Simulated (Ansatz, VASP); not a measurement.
Two plane-wave programs on FeNi3

```
Ni Fe
1.0
     3.56848    0.00000    0.00000
     0.00000    3.56848    0.00000
     0.00000    0.00000    3.56848
Ni Fe
3 1
Direct
  0.50000 0.50000 0.00000
  0.50000 0.00000 0.50000
  0.00000 0.50000 0.50000
  0.00000 0.00000 0.00000
```

Alike in both runs: task single point; functional PBEsol; k mesh 8 × 8 × 8; occupations fermi-dirac, width 0.05 eV; collinear spin.

|  | VASP | Ansatz |
| --- | --- | --- |
| version | VASP 6.6.1 | Ansatz 0.2.0 |
| potentials or method | VASP PAW PBE potentials, release 64 (Ni, Fe) | Ansatz PAW |
| plane-wave cutoff (eV) | 520 | 420 |
| valence electrons in the cell | 38 | 70 |

Ansatz gave:

- gap on the k mesh at the Fermi level (eV): none
- pressure (GPa): -12.7
- net moment per atom (μB): 1.23
- size of the moment on the site where the two differ most (μB): 0.71

Task: What did VASP give for the same quantities?

Result: gap on the k mesh at the Fermi level (eV): none; pressure (GPa): -12.5; net moment per atom (μB): 1.21; size of the moment on the site where the two differ most (μB): 0.65.

VASP's potentials were made for PBE, not for PBEsol. Site moments also hang on the region over which each program counts them. A gap of «none» marks a metal or a gap that the smearing closes. VASP's potentials hold 38 valence electrons a cell and Ansatz's 70, so a difference there can come from the potentials and not from the codes.
